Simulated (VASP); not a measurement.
# HgTe in VASP: further runs

Runs on HgTe. Level: PBE. Tasks: single point.

All numbers are computed with VASP 6.6.1; they aren't measurements. Logs are shortened: lines on timing, memory, paths and dates and some standing lists are left out, and cuts for length are marked.

## 1. The cell of the first run

Symmetry: Fm-3m, No. 225, cubic system. Conventional cell: a = 5.843 Å, b = 5.843 Å, c = 5.843 Å, α = 90.00°, β = 90.00°, γ = 90.00°. Hg (site symmetry m-3m) has 6 Te at 2.92 Å within 3.8 Å. Te (site symmetry m-3m) has 6 Hg at 2.92 Å within 3.8 Å.

## 2. Single point, PBE

Contents of INCAR:

```
PREC     = Accurate       # precision mode
ENCUT    = 520            # plane-wave cutoff, eV
EDIFF    = 1E-7           # SCF threshold, eV
ISMEAR   = -1             # smearing method
SIGMA    = 0.08           # smearing width, eV
LREAL    = F              # projectors in reciprocal space
LASPH    = T              # aspherical terms in the spheres
NELM     = 80             # most SCF steps
ALGO     = Normal         # electronic algorithm
ISIF     = 2              # what is computed and relaxed
LWAVE    = F              # write WAVECAR
LCHARG   = F              # write CHGCAR
GGA      = PE             # functional
NBANDS   = 16             # bands
```

Contents of KPOINTS:

```
Automatic mesh
0
Gamma
  10 10 10
```

Contents of POSCAR:

```
HgTe
1.0
    0.0000000000      2.9215000000      2.9215000000
    2.9215000000      0.0000000000      2.9215000000
    2.9215000000      2.9215000000      0.0000000000
Hg Te
1 1
Direct
    0.0000000000      0.0000000000      0.0000000000
    0.5000000000      0.5000000000      0.5000000000
```

Potentials or basis: VASP PAW PBE potentials, release 64 (Hg, Te).

The run is started by

```
$ cat potpaw_PBE.64/Hg/POTCAR potpaw_PBE.64/Te/POTCAR > POTCAR
$ mpirun -np 1 vasp_std > vasp.out
```

OUTCAR:

```text
PREC = Accurate
   ENCUT = 520
   EDIFF = 1E-7
   ISMEAR = -1
   LREAL = F
   LASPH = T
   NELM = 80
   ISIF = 2
   GGA = PE

 ion  position               nearest neighbor table
   1  0.000  0.000  0.000-   2 2.92   2 2.92   2 2.92   2 2.92   2 2.92   2 2.92
   2  0.500  0.500  0.500-   1 2.92   1 2.92   1 2.92   1 2.92   1 2.92   1 2.92

  LATTYP: Found a face centered cubic cell.
 ALAT       =     5.8430000000

  Lattice vectors:

 A1 = (   0.0000000000,   2.9215000000,   2.9215000000)
 A2 = (   2.9215000000,   0.0000000000,   2.9215000000)
 A3 = (   2.9215000000,   2.9215000000,   0.0000000000)

Analysis of symmetry for initial positions (statically):
=====================================================================
 Subroutine PRICEL returns:
 Original cell was already a primitive cell.

 Routine SETGRP: Setting up the symmetry group for a
 face centered cubic supercell.

 Subroutine GETGRP returns: Found 48 space group operations
 (whereof 48 operations were pure point group operations)
 out of a pool of 48 trial point group operations.

The static configuration has the point symmetry O_h .

Analysis of symmetry for dynamics (positions and initial velocities):
=====================================================================
 Subroutine PRICEL returns:
 Original cell was already a primitive cell.

 Routine SETGRP: Setting up the symmetry group for a
 face centered cubic supercell.

 Subroutine GETGRP returns: Found 48 space group operations
 (whereof 48 operations were pure point group operations)
 out of a pool of 48 trial point group operations.

The dynamic configuration has the point symmetry O_h .

 Subroutine INISYM returns: Found 48 space group operations
 (whereof 48 operations are pure point group operations),
 and found     1 'primitive' translations

----------------------------------------------------------------------------------------

                                     Primitive cell

  volume of cell :      49.8710

  direct lattice vectors                    reciprocal lattice vectors
     0.000000000  2.921500000  2.921500000    -0.171144960  0.171144960  0.171144960
     2.921500000  0.000000000  2.921500000     0.171144960 -0.171144960  0.171144960
     2.921500000  2.921500000  0.000000000     0.171144960  0.171144960 -0.171144960

  length of vectors
     4.131624922  4.131624922  4.131624922     0.296431766  0.296431766  0.296431766

  position of ions in fractional coordinates (direct lattice)
     0.000000000  0.000000000  0.000000000
     0.500000000  0.500000000  0.500000000

  ion indices of the primitive-cell ions
   primitive index   ion index
                 1           1
                 2           2

----------------------------------------------------------------------------------------

 KPOINTS: Automatic mesh

Automatic generation of k-mesh.
 Grid dimensions read from file:
 generate k-points for:   10   10   10

 Generating k-lattice:

  Cartesian coordinates                     Fractional coordinates (reciprocal lattice)
    -0.017114496  0.017114496  0.017114496     0.100000000  0.000000000  0.000000000
     0.017114496 -0.017114496  0.017114496     0.000000000  0.100000000  0.000000000
     0.017114496  0.017114496 -0.017114496     0.000000000  0.000000000  0.100000000

  Length of vectors
     0.029643177  0.029643177  0.029643177

  Shift w.r.t. Gamma in fractional coordinates (k-lattice)
     0.000000000  0.000000000  0.000000000

 Subroutine IBZKPT returns following result:
 ===========================================

 Found     47 irreducible k-points:

 Following reciprocal coordinates:
            Coordinates               Weight
  0.000000  0.000000  0.000000      1.000000
  0.100000  0.000000  0.000000      8.000000
  0.200000  0.000000  0.000000      8.000000
  0.300000  0.000000  0.000000      8.000000
  0.400000  0.000000  0.000000      8.000000
  0.500000  0.000000  0.000000      4.000000
[... 16 lines left out ...]
  0.300000  0.300000  0.000000      6.000000
  0.400000  0.300000  0.000000     24.000000
 [... further k-points ...]
   k-points           NKPTS =     47   k-points in BZ     NKDIM =     47   number of bands    NBANDS=     16
   number of dos      NEDOS =    301   number of ions     NIONS =      2
   total plane-waves  NPLWV =  32768
   dimension x,y,z NGX =    32 NGY =   32 NGZ =   32
   dimension x,y,z NGXF=    64 NGYF=   64 NGZF=   64
   ions per type =               1   1
   NGX,Y,Z   is equivalent  to a cutoff of  12.88, 12.88, 12.88 a.u.
   NGXF,Y,Z  is equivalent  to a cutoff of  25.75, 25.75, 25.75 a.u.
 SYSTEM =  unknown system
   PREC   = accura    normal or accurate (medium, high low for compatibility)
   ISTART =      0    job   : 0-new  1-cont  2-samecut
   ICHARG =      2    charge: 1-file 2-atom 10-const
   ISPIN  =      1    spin polarized calculation?
   LNONCOLLINEAR =      F non collinear calculations
   LSORBIT =      F    spin-orbit coupling
[... 106 lines left out ...]
  band No.  band energies     occupation
      1      -5.6889      2.00000
      2      -1.8531      2.00000
      3      -1.7422      2.00000
      4      -1.7422      2.00000
      5      -1.0309      2.00000
      6      -1.0309      2.00000
[... 8 lines left out ...]
     15      16.4243      0.00000
     16      16.4243      0.00000

 k-point     6 :       0.5000    0.0000    0.0000
  band No.  band energies     occupation
      1      -5.4408      2.00000
      2      -2.0848      2.00000
      3      -1.7840      2.00000
      4      -1.7840      2.00000
      5      -1.0066      2.00000
      6      -1.0066      2.00000
[... 8 lines left out ...]
     15      17.1195      0.00000
     16      17.1195      0.00000

 k-point     7 :       0.1000    0.1000    0.0000
  band No.  band energies     occupation
      1      -6.9477      2.00000
      2      -1.4283      2.00000
      3      -1.2951      2.00000
      4      -1.2637      2.00000
      5      -1.2272      2.00000
      6      -1.2272      2.00000
[... 8 lines left out ...]
     15      15.0893      0.00000
     16      15.0893      0.00000

 k-point     8 :       0.2000    0.1000    0.0000
  band No.  band energies     occupation
      1      -6.7100      2.00000
      2      -1.5608      2.00000
      3      -1.3548      2.00000
      4      -1.2994      2.00000
      5      -1.1940      2.00000
      6      -1.1692      2.00000
[... 8 lines left out ...]
     15      15.0291      0.00000
     16      15.4739      0.00000

 k-point     9 :       0.3000    0.1000    0.0000
  band No.  band energies     occupation
      1      -6.3036      2.00000
      2      -1.7045      2.00000
      3      -1.4912      2.00000
      4      -1.3866      2.00000
      5      -1.1332      2.00000
      6      -1.0869      2.00000
[... 8 lines left out ...]
     15      15.4471      0.00000
     16      16.0492      0.00000
[... 172 lines left out ...]
 k-point    19 :       0.5000    0.2000    0.0000
  band No.  band energies     occupation
      1      -5.5774      2.00000
      2      -1.6958      2.00000
      3      -1.6001      2.00000
      4      -1.4712      2.00000
      5      -0.9793      2.00000
      6      -0.9731      2.00000
[... 8 lines left out ...]
     15      17.4289      0.00000
     16      18.0046      0.00000

 k-point    20 :      -0.4000    0.2000    0.0000
  band No.  band energies     occupation
      1      -5.4921      2.00000
      2      -1.8143      2.00000
      3      -1.6953      2.00000
      4      -1.4135      2.00000
      5      -1.0026      2.00000
      6      -0.9318      2.00000
[... 8 lines left out ...]
     15      16.1234      0.00000
     16      16.9345      0.00000

 k-point    21 :      -0.3000    0.2000    0.0000
  band No.  band energies     occupation
      1      -5.7132      2.00000
      2      -1.8483      2.00000
      3      -1.7252      2.00000
      4      -1.3596      2.00000
      5      -1.0584      2.00000
      6      -0.9539      2.00000
[... 8 lines left out ...]
     15      16.2027      0.00000
     16      17.5820      0.00000

 k-point    22 :      -0.2000    0.2000    0.0000
  band No.  band energies     occupation
      1      -6.0932      2.00000
      2      -1.7205      2.00000
      3      -1.6879      2.00000
      4      -1.3384      2.00000
      5      -1.1184      2.00000
      6      -1.0190      2.00000
[... 8 lines left out ...]
     15      15.9632      0.00000
     16      17.5937      0.00000

 k-point    23 :       0.3000    0.3000    0.0000
  band No.  band energies     occupation
      1      -6.1266      2.00000
      2      -1.6615      2.00000
      3      -1.3773      2.00000
      4      -1.2198      2.00000
      5      -1.0686      2.00000
      6      -1.0686      2.00000
[... 8 lines left out ...]
     15      17.8054      0.00000
     16      18.3618      0.00000

 k-point    24 :       0.4000    0.3000    0.0000
  band No.  band energies     occupation
      1      -5.9023      2.00000
      2      -1.4709      2.00000
      3      -1.3995      2.00000
      4      -1.2780      2.00000
      5      -0.9901      2.00000
      6      -0.9893      2.00000
[... 8 lines left out ...]
     15      18.3268      0.00000
     16      18.4077      0.00000

 [... further k-points ...]
[... 5 lines left out ...]
  --------------------------------------------------------------------------------------
  -------------------------------------------------------------------------------------
  Total        3.2982071      3.2982071      3.2982071      0.0000000      0.0000000     -0.0000000
  in kB      105.9597276    105.9597276    105.9597276      0.0000000      0.0000000     -0.0000000
  external PRESSURE =     105.9597276 kB  Pullay stress =       0.0000000 kB

 VOLUME and BASIS-vectors are now :
 -----------------------------------------------------------------------------
  energy-cutoff  :      520.00
  volume of cell :       49.87
      direct lattice vectors                 reciprocal lattice vectors
     0.000000000  2.921500000  2.921500000    -0.171144960  0.171144960  0.171144960
     2.921500000  0.000000000  2.921500000     0.171144960 -0.171144960  0.171144960
     2.921500000  2.921500000  0.000000000     0.171144960  0.171144960 -0.171144960

 POSITION                                       TOTAL-FORCE (eV/Angst)
 -----------------------------------------------------------------------------------
      0.00000      0.00000      0.00000         0.000000      0.000000      0.000000
      2.92150      2.92150      2.92150        -0.000000     -0.000000     -0.000000
 -----------------------------------------------------------------------------------
    total drift:                                0.000000     -0.000000     -0.000000

  FREE ENERGIE OF THE ION-ELECTRON SYSTEM (eV)
  ---------------------------------------------------
  free  energy   TOTEN  =        -3.1369779800 eV

  energy  without entropy=       -3.1243687025  energy(sigma->0) =       -3.13067334
```

Run time: 31 s. Hardware: 1 thread of Intel Xeon Platinum 8375C at 2.90GHz (Ice Lake), shared host; peak memory 0.2 GiB.

Results:

* Free energy: -3.1370 eV
* Pressure: 10.6 GPa
* Band gap on the k mesh: zero (band 9 reaches 6.37 eV, above the bottom of band 10 at 3.13 eV)

Levels at points of the mesh, in eV from the Fermi level:
| k point | band 5 | band 6 | band 7 | band 8 | band 9 | band 10 | band 11 | band 12 | band 13 | band 14 |
| --- | --- | --- | --- | --- | --- | --- | --- | --- | --- | --- |
| (0.00, 0.00, 0.00) | -7.18 | -7.18 | -0.90 | -0.90 | -0.90 | -0.35 | 7.72 | 7.72 | 7.72 | 7.90 |
| (0.50, 0.00, 0.00) | -6.95 | -6.95 | -6.06 | 0.43 | 0.43 | 2.48 | 3.76 | 3.76 | 4.36 | 10.86 |
| (0.50, 0.50, 0.00) | -6.84 | -5.99 | -5.18 | -2.92 | -2.81 | -2.81 | 4.66 | 9.90 | 9.90 | 10.55 |

Caveat: spin-orbit coupling is left out, which moves the levels of the heavy elements.

## 3. Single point, PBE (equal xx and yy strain of -3 %)

Contents of INCAR:

```
SYSTEM = HgTe
ALGO = Normal
EDIFF = 1E-6
ENCUT = 520
GGA = PE
ISIF = 2
ISMEAR = -1
LASPH = .True.
LCHARG = .False.
LREAL = .False.
LWAVE = .False.
NBANDS = 16
NELM = 80
PREC = Accurate
SIGMA = 0.08
```

Contents of KPOINTS:

```
k-points
0
Gamma
  10 10 10
  0 0 0
```

Contents of POSCAR:

```
HgTe
1.0
    0.0000000000      2.8338550000      2.9215000000
    2.8338550000      0.0000000000      2.9215000000
    2.8338550000      2.8338550000      0.0000000000
Hg Te
1 1
Direct
    0.0000000000      0.0000000000      0.0000000000
    0.5000000000      0.5000000000      0.5000000000
```

Potentials or basis: VASP PAW PBE potentials, release 64 (Hg, Te).

The run is started by

```
$ cat potpaw_PBE.64/Hg/POTCAR potpaw_PBE.64/Te/POTCAR > POTCAR
$ mpirun -np 1 vasp_std > vasp.out
```

Run time: 29 s. Hardware: 1 thread of Intel Xeon 6975P-C (Granite Rapids), shared host; peak memory 0.22 GiB.

It converged, with:

| Quantity | Value |
| --- | --- |
| Free energy | -2.8635 eV |
| Pressure | 17.8 GPa |
| Band gap on the k mesh | zero (band 9 reaches 7.41 eV, above the bottom of band 10 at 3.77 eV) |

Stress tensor (GPa, compression positive):
```
19.64  0.00  0.00
 0.00 19.64  0.00
 0.00  0.00 13.97
```

Levels at points of the mesh, in eV from the Fermi level:
```csv
k point,band 7,band 8,band 9,band 10,band 11,band 12
"(0.00, 0.00, 0.00)",-1.10,-1.10,-0.88,0.00,7.62,7.66
"(0.50, 0.00, 0.00)",-6.35,0.36,0.64,2.34,3.52,3.79
"(0.50, 0.50, 0.00)",-5.67,-3.03,-3.03,-2.81,4.68,10.32
"(0.50, 0.00, 0.50)",-5.68,-3.34,-3.10,-3.00,4.49,9.71
```

Caveat: the cell differs from its parent crystal (equal xx and yy strain of -3 %); spin-orbit coupling is left out, which moves the levels of the heavy elements.

## 4. Single point, PBE (zz strain of -3 %)

Contents of INCAR:

```
SYSTEM = HgTe
  PREC = Accurate
  ENCUT = 520
  EDIFF = 1E-7
  ISMEAR = -1
  SIGMA = 0.08
  LREAL = .False.
  LASPH = .True.
  NELM = 60
  ALGO = Normal
  ISIF = 2
  LWAVE = .False.
  LCHARG = .False.
  GGA = PE
  NBANDS = 16
```

Contents of KPOINTS:

```
regular mesh
0
Gamma
  10 10 10
  0 0 0
```

Contents of POSCAR:

```
HgTe
1.0
    0.0000000000      2.9215000000      2.8338550000
    2.9215000000      0.0000000000      2.8338550000
    2.9215000000      2.9215000000      0.0000000000
Hg Te
1 1
Direct
    0.0000000000      0.0000000000      0.0000000000
    0.5000000000      0.5000000000      0.5000000000
```

The run is started by

```
$ cat potpaw_PBE.64/Hg/POTCAR potpaw_PBE.64/Te/POTCAR > POTCAR
$ mpirun -np 1 vasp_std > vasp.out
```

It took 43 s on 1 thread of Intel Xeon 6975P-C (Granite Rapids), shared host; peak memory 0.22 GiB.

The run converged. Its results:

```
Free energy            : -3.0065 eV
Pressure               : 14.0 GPa
Band gap on the k mesh : zero (band 9 reaches 6.92 eV, above the bottom of band 10 at 3.29 eV)
```

Stress tensor (GPa, compression positive):
```
12.25  0.00  0.00
 0.00 12.25  0.00
 0.00  0.00 17.63
```

Levels at points of the mesh, in eV from the Fermi level:
```
           k point  band 6  band 7  band 8  band 9  band 10  band 11  band 12  band 13
(0.00, 0.00, 0.00)   -7.28   -1.12   -0.88   -0.88    -0.17     7.71     7.71     7.79
(0.50, 0.00, 0.00)   -7.08   -6.20    0.35    0.58     2.41     3.56     3.88     4.55
(0.50, 0.50, 0.00)   -5.98   -5.42   -3.14   -3.05    -3.05     4.49    10.00    10.00
(0.50, 0.00, 0.50)   -6.08   -5.42   -3.08   -2.87    -2.75     4.68     9.63    10.60
```

Caveat: the cell differs from its parent crystal (zz strain of -3 %); spin-orbit coupling is left out, which moves the levels of the heavy elements.

## 5. Single point, PBE (zz strain of -2 %)

Contents of INCAR:

```
ALGO = Normal ; EDIFF = 1E-7
ENCUT = 520 ; GGA = PE
ISIF = 2 ; ISMEAR = -1
LASPH = T ; LCHARG = F
LREAL = F ; LWAVE = F
NBANDS = 16 ; NELM = 80
PREC = Accurate ; SIGMA = 0.08
```

Contents of KPOINTS:

```
k-points
0
Gamma
  10 10 10
```

Contents of POSCAR:

```
HgTe
1.0
    0.0000000000      2.9215000000      2.8630700000
    2.9215000000      0.0000000000      2.8630700000
    2.9215000000      2.9215000000      0.0000000000
Hg Te
1 1
Direct
    0.0000000000      0.0000000000      0.0000000000
    0.5000000000      0.5000000000      0.5000000000
```

The run is started by

```
$ cat potpaw_PBE.64/Hg/POTCAR potpaw_PBE.64/Te/POTCAR > POTCAR
$ mpirun -np 1 vasp_std > vasp.out
```

Wall time 38 s (1 thread of Intel Xeon 6975P-C (Granite Rapids), shared host); peak memory 0.23 GiB.

The run converged. Its results:

```yaml
Free_energy: -3.0574 eV
Pressure: 12.8 GPa
Band_gap_on_the_k_mesh: zero (band 9 reaches 6.74 eV, above the bottom of band 10 at 3.24 eV)
```

Stress tensor (GPa, compression positive):
```
11.66  0.00  0.00
 0.00 11.66  0.00
 0.00  0.00 15.04
```

Levels at points of the mesh, in eV from the Fermi level:
| k point | band 7 | band 8 | band 9 | band 10 | band 11 | band 12 |
| --- | --- | --- | --- | --- | --- | --- |
| (0.00, 0.00, 0.00) | -1.04 | -0.89 | -0.89 | -0.24 | 7.71 | 7.71 |
| (0.50, 0.00, 0.00) | -6.15 | 0.37 | 0.53 | 2.44 | 3.63 | 3.83 |
| (0.50, 0.50, 0.00) | -5.34 | -3.07 | -2.97 | -2.97 | 4.54 | 9.96 |
| (0.50, 0.00, 0.50) | -5.33 | -2.99 | -2.89 | -2.77 | 4.67 | 9.72 |

Caveat: the cell differs from its parent crystal (zz strain of -2 %); spin-orbit coupling is left out, which moves the levels of the heavy elements.

## 6. Overview

```csv
cell,gap on the mesh (eV),pressure (GPa)
"a = 4.132 Å, angles 60.0°, 2 atoms",none,10.6
"a = 4.070, b = 4.070, c = 4.008 Å, angles 60.5, 60.5, 59.0°, 2 atoms",none,17.8
"a = 4.070, b = 4.070, c = 4.132 Å, angles 59.5, 59.5, 61.0°, 2 atoms",none,14.0
"a = 4.091, b = 4.091, c = 4.132 Å, angles 59.7, 59.7, 60.7°, 2 atoms",none,12.8
```

Alike in all rows: task single point; level PBE; potentials or basis VASP PAW PBE potentials, release 64 (Hg, Te); no spin polarisation; k mesh 10 × 10 × 10; cutoff (eV) 520; smearing fermi-dirac 0.08 eV.

Caveats: spin-orbit coupling is left out, which moves the levels of the heavy elements.

Total energies depend on the potentials used, so only differences within one code and one set of settings carry meaning.
